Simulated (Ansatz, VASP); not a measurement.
## Hf3F2: VASP beside Ansatz

```
Hf F
1.0
     2.65347    1.53198    4.20275
    -2.65347    1.53198    4.20275
     0.00000   -3.06397    4.20275
Hf F
3 2
Direct
  0.34412 0.65588 0.00000
  0.00000 0.34412 0.65588
  0.65588 0.00000 0.34412
  0.77807 0.77807 0.77807
  0.22193 0.22193 0.22193
```

Alike in both runs: functional PBE; k mesh 4 × 4 × 4; occupations gaussian, width 0.2 eV; no spin polarisation.

Ansatz relaxed the structure, and its values are those at the end. VASP's run is a single point on that final structure, the one shown.

|  | VASP | Ansatz |
| --- | --- | --- |
| version | VASP 6.6.1 | Ansatz 0.2.0 |
| potentials or method | VASP PAW PBE potentials, release 64 (Hf_pv, F), cutoff 600 eV | scalar-relativistic, plane waves, PAW |
| valence electrons in the cell | 44 | 92 |

|  | VASP | Ansatz | Ansatz less VASP |
| --- | --- | --- | --- |
| gap on the k mesh at the Fermi level (eV) | none | none | - |
| pressure (GPa) | -0.7 | 0.3 | +0.99 |
| rms of the force components (eV/Å) | 0.053 | 0.036 | -0.0171 |

A gap of «none» marks a metal or a gap that the smearing closes. With one functional, cell and mesh, what is left measures potentials, basis and numerics. VASP's potentials hold 44 valence electrons a cell and Ansatz's 92, so a difference there can come from the potentials and not from the codes.

The k mesh is coarse, so the values compare programs but aren't converged. Neither program's run includes spin-orbit coupling.
